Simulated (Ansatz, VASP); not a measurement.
PtSe2: VASP beside Ansatz

File INCAR:

```
SYSTEM = PtSe2
ALGO     = Normal         ! electronic algorithm
EDIFF    = 1E-6           ! SCF threshold, eV
EDIFFG   = -0.001         ! ionic threshold
ENCUT    = 600            ! plane-wave cutoff, eV
GGA      = PE             ! functional
IBRION   = 2              ! ionic algorithm
ISIF     = 3              ! what is computed and relaxed
ISMEAR   = 0              ! smearing method
LASPH    = .TRUE.         ! aspherical terms in the spheres
LCHARG   = .FALSE.        ! write CHGCAR
LREAL    = .FALSE.        ! projectors in reciprocal space
LWAVE    = .FALSE.        ! write WAVECAR
NELM     = 80             ! most SCF steps
NSW      = 80             ! ionic steps
PREC     = Accurate       ! precision mode
SIGMA    = 0.02           ! smearing width, eV
```

KPOINTS

```
k-points
0
G
  14 14 10
  0 0 0
```

POSCAR

```
PtSe2
1.0
    3.7240000000      0.0000000000      0.0000000000
   -1.8620000000      3.2250786037      0.0000000000
    0.0000000000      0.0000000000      5.0620000000
Pt Se
1 2
Direct
    0.0000000000      0.0000000000      0.0000000000
    0.3333333333      0.6666666667      0.2500000000
    0.6666666667      0.3333333333      0.7500000000
```

Input for Ansatz:

```yaml
crystal:
  lattice:
    - [3.724, 0.0, 0.0]
    - [-1.862, 3.2250786037, 0.0]
    - [0.0, 0.0, 5.062]
  atoms:
    - { symbol: Pt, position: [0.0, 0.0, 0.0] }
    - { symbol: Se, position: [0.3333333333, 0.6666666667, 0.25] }
    - { symbol: Se, position: [0.6666666667, 0.3333333333, 0.75] }
scf:
  occupations: { method: gaussian, width: 0.02 }
output:
  forces: true
  stress: true
  eigenvalues: true
hamiltonian:
  xc: pbe
kpoints:
  mp_grid: { grid: [14, 14, 10] }
relax:
  f_tol: 0.001
  max_steps: 60
  cell: { stress_tol: 0.02 }
```

Alike in both runs: task relaxation of cell and atoms; functional PBE; k mesh 14 × 14 × 10; occupations gaussian, width 0.02 eV; no spin polarisation.

|  | VASP | Ansatz |
| --- | --- | --- |
| version | VASP 6.6.1 | Ansatz 0.2.0 |
| potentials or method | VASP PAW PBE potentials, release 64 (Pt, Se) | scalar-relativistic, plane waves, PAW |
| plane-wave cutoff (eV) | 600 | 420 |
| valence electrons in the cell | 22 | 50 |

```csv
,VASP,Ansatz,Ansatz less VASP
"gap on the k mesh at the Fermi level, each at its own relaxed structure (eV)",0.82,0.93,+0.109
relaxed volume (Å³/atom),25.88,26.50,+0.617
relaxed length of the cell vector where the two differ most in proportion (Å),6.368,6.522,+0.1545
```

VASP's potentials hold 22 valence electrons a cell and Ansatz's 50, so a difference there can come from the potentials and not from the codes.

Neither program's run includes spin-orbit coupling. Noted on VASP's run: the volume moved by over 15 % at a fixed basis, so the end points are rough.
